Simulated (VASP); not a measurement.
B:

```
B
1.0
     2.45400    1.41682    4.18900
    -2.45400    1.41682    4.18900
     0.00000   -2.83364    4.18900
B
12
Direct
  0.01040 0.65730 0.01040
  0.01040 0.01040 0.65730
  0.65730 0.01040 0.01040
  0.98960 0.34270 0.98960
  0.34270 0.98960 0.98960
  0.98960 0.98960 0.34270
  0.22060 0.63230 0.22060
  0.22060 0.22060 0.63230
  0.63230 0.22060 0.22060
  0.77940 0.36770 0.77940
  0.36770 0.77940 0.77940
  0.77940 0.77940 0.36770
```

```yaml
Program: VASP 6.6.1
Task: relaxation of cell and atoms
Functional: PBE
Potentials_or_basis: VASP PAW PBE potentials, release 64 (B)
Cutoff: 600 eV
k_mesh: 4 × 4 × 4
Occupations: fermi-dirac, width 0.05 eV
Spin: no spin polarisation
```

At the start: pressure -0.3 GPa; volume 7.28 Å³/atom.

**Question.** Where does the relaxation end?

**Answer.** Over 8 steps the energy falls by 4.2 meV/atom and the volume is 7.24 Å³/atom (-0.5 %); space group R-3m (No. 166, to 0.1 Å) before and after.

The path:
| step | energy change (eV) | largest force (eV/Å) | pressure (GPa) | volume (Å³) |
| --- | --- | --- | --- | --- |
| 1 | 0.0000 | 0.8663 | -0.28 | 87.39 |
| 2 | 0.0593 | 1.4349 | -1.28 | 87.23 |
| 3 | -0.0474 | 0.0819 | -0.93 | 87.32 |
| 4 | -0.0495 | 0.0473 | 0.26 | 86.85 |
| 5 | -0.0497 | 0.0277 | 0.01 | 86.95 |
| 6 | -0.0499 | 0.0105 | -0.01 | 86.93 |
| 7 | -0.0499 | 0.0104 | -0.01 | 86.93 |
| 8 | -0.0499 | 0.0074 | 0.00 | 86.92 |

Final structure:
```
B
1.0
     2.44956    1.41425    4.18154
    -2.44956    1.41425    4.18154
     0.00000   -2.82851    4.18154
B
12
Direct
  0.01027 0.65400 0.01027
  0.01027 0.01027 0.65400
  0.65400 0.01027 0.01027
  0.98973 0.34600 0.98973
  0.34600 0.98973 0.98973
  0.98973 0.98973 0.34600
  0.22107 0.63055 0.22107
  0.22107 0.22107 0.63055
  0.63055 0.22107 0.22107
  0.77893 0.36945 0.77893
  0.36945 0.77893 0.77893
  0.77893 0.77893 0.36945
```
